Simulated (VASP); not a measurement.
Input of a VASP 6.6.1 run:

File INCAR:

```
SYSTEM = InAs
ALGO     = Normal         ! electronic algorithm
EDIFF    = 1E-6           ! SCF threshold, eV
EDIFFG   = -0.001         ! ionic threshold
ENCUT    = 600            ! plane-wave cutoff, eV
GGA      = PS             ! functional
IBRION   = 2              ! ionic algorithm
ISIF     = 3              ! what is computed and relaxed
ISMEAR   = -1             ! smearing method
LASPH    = .TRUE.         ! aspherical terms in the spheres
LCHARG   = .FALSE.        ! write CHGCAR
LREAL    = .FALSE.        ! projectors in reciprocal space
LWAVE    = .FALSE.        ! write WAVECAR
NELM     = 100            ! most SCF steps
NSW      = 80             ! ionic steps
PREC     = Accurate       ! precision mode
PSTRESS  = -10.0        
SIGMA    = 0.15           ! smearing width, eV
```

The input KPOINTS:

```
k-points
0
G
  12 12 12
  0 0 0
```

File POSCAR:

```
InAs
1.0
    0.0000000000      3.0437329627      3.0437329627
    3.0437329627      0.0000000000      3.0437329627
    3.0437329627      3.0437329627      0.0000000000
In As
1 1
Direct
    0.0000000000      0.0000000000      0.0000000000
    0.7500000000      0.7500000000      0.7500000000
```

Potentials or basis: VASP PAW PBE potentials, release 64 (In_d, As).

The run is started by

```sh
$ cat potpaw_PBE.64/In_d/POTCAR potpaw_PBE.64/As/POTCAR > POTCAR
$ mpirun -np 1 vasp_std > vasp.out
```

(1) Predict the band gap on the k mesh.

(2) Predict the relaxed cell.

(3) What does it give for the relaxed volume?

(4) Estimate the space group after relaxing (to 0.1 Å).

Answers

(1) zero (filled and empty bands touch).

(2) a = 4.334 Å, b = 4.334 Å, c = 4.334 Å, α = 60.00°, β = 60.00°, γ = 60.00°.

(3) 28.79 Å³/atom.

(4) F-43m (No. 216).

Caveat: the cell is relaxed towards a set pressure, so the run minimises the enthalpy, not the energy; semilocal functionals underestimate gaps, and a narrow one can read as zero; the PAW data sets were made with another functional, which shifts forces and pressure a little; spin-orbit coupling is left out, which moves the levels of the heavy elements.
